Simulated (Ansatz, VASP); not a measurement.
One calculation of Co, two programs

INCAR

```
SYSTEM = Co
PREC = Accurate
ENCUT = 520
EDIFF = 1E-7
ISMEAR = -1
SIGMA = 0.1
LREAL = .False.
LASPH = .True.
NELM = 60
ALGO = Normal
ISIF = 2
LWAVE = .False.
LCHARG = .False.
GGA = RP
NBANDS = 16
```

KPOINTS

```
Automatic mesh
0
Gamma
  12 12 12
  0 0 0
```

The input POSCAR:

```
Co
1.0
    0.0000000000      2.3826461609      2.3826461609
    2.3826461609      0.0000000000      2.3826461609
    2.3826461609      2.3826461609      0.0000000000
Co
2
Direct
    0.1250000000      0.1250000000      0.1250000000
    0.8750000000      0.8750000000      0.8750000000
```

Input for Ansatz:

```yaml
crystal:
  lattice:
    - [0.0, 2.3826461609, 2.3826461609]
    - [2.3826461609, 0.0, 2.3826461609]
    - [2.3826461609, 2.3826461609, 0.0]
  atoms:
    - { symbol: Co, position: [0.125, 0.125, 0.125] }
    - { symbol: Co, position: [0.875, 0.875, 0.875] }
hamiltonian:
  xc: rpbe
  pseudopotentials:
    kind: paw
    azcp:
      Co: "pseudopotentials/Co.paw.azcp"
basis:
  ecutwfc: 420
  fft_grid_basis: typed
kpoints:
  mp_grid: { grid: [12, 12, 12], shift: [0, 0, 0] }
magnetization:
  spin_polarized: false
scf:
  occupations: { method: fermi_dirac, width: 0.1 }
  lower_state_search: "off"
output:
  stress: true
```

Alike in both runs: task single point; functional RPBE; k mesh 12 × 12 × 12; occupations fermi-dirac, width 0.1 eV; no spin polarisation.

|  | VASP | Ansatz |
| --- | --- | --- |
| version | VASP 6.6.1 | Ansatz 0.2.0 |
| potentials or method | VASP PAW PBE potentials, release 64 (Co), cutoff 520 eV | plane waves (420 eV) with PAW, scalar-relativistic |
| valence electrons in the cell | 18 | 34 |

Ansatz gave:

* pressure (GPa): 20.4

Question: What did VASP give for the same quantities?

Answer: Pressure (GPa): 18.3.

VASP's potentials were made for PBE, not for RPBE. VASP's potentials hold 18 valence electrons a cell and Ansatz's 34, so a difference there can come from the potentials and not from the codes.
